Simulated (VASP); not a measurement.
Runs of VASP 6.6.1 on C. The structure is that of space group Fd-3m (No. 227), or close to it. The cells are those of the table. 

| potentials or basis | cell | cutoff (eV) | second run | gap on the mesh (eV) | pressure (GPa) | largest force (eV/Å) |
| --- | --- | --- | --- | --- | --- | --- |
| VASP PAW PBE potentials, release 64 (C) | a = 2.521, b = 2.518, c = 2.518 Å, angles 59.9°, 2 atoms | 520 | - | 4.35 | 1.1 | 0.01 |
| VASP PAW PBE potentials, release 64 (C) | a = 2.505, b = 2.518, c = 2.518 Å, angles 60.3, 60.2, 60.2°, 2 atoms | 520 | - | 4.35 | 1.2 | 0.03 |
| VASP PAW PBE potentials, release 64 (C_h) | a = 2.521, b = 2.518, c = 2.518 Å, angles 59.9°, 2 atoms | 910 | hard_potentials | 4.39 | -0.8 | 0.01 |
| VASP PAW PBE potentials, release 64 (C_h) | a = 2.524, b = 2.518, c = 2.518 Å, angles 59.8, 59.9, 59.9°, 2 atoms | 910 | hard_potentials | 4.39 | -0.8 | 0.01 |
| VASP PAW PBE potentials, release 64 (C) | a = 2.492, b = 2.518, c = 2.518 Å, angles 60.7, 60.3, 60.3°, 2 atoms | 520 | - | (b) | 1.3 | 0.05 |
| VASP PAW PBE potentials, release 64 (C) | a = 2.540, b = 2.518, c = 2.518 Å, angles 59.4, 59.7, 59.7°, 2 atoms | 520 | - | 4.33 | 1.3 | 0.05 |
| VASP PAW PBE potentials, release 64 (C) | a = 2.524, b = 2.518, c = 2.518 Å, angles 59.8, 59.9, 59.9°, 2 atoms | 520 | - | 4.35 | 1.1 | 0.01 |
| VASP PAW PBE potentials, release 64 (C) | a = 2.536, b = 2.518, c = 2.518 Å, angles 59.5, 59.8, 59.8°, 2 atoms | 520 | - | (a) | 1.2 | 0.04 |

Alike in all rows: task single point; level r2SCAN; no spin polarisation; k mesh 12 × 12 × 12; smearing gaussian 0.05 eV.

Task: Fill in the values left out.

Result: (a) 4.34; (b) 4.32.

Caveats: the PAW data sets were made with another functional, which shifts forces and pressure a little; the cutoff is under 1.25 times the usual one of these potentials, so pressure, stress and relaxed cells hold a basis-set (Pulay) error (some runs).

A k mesh can miss the band edges.
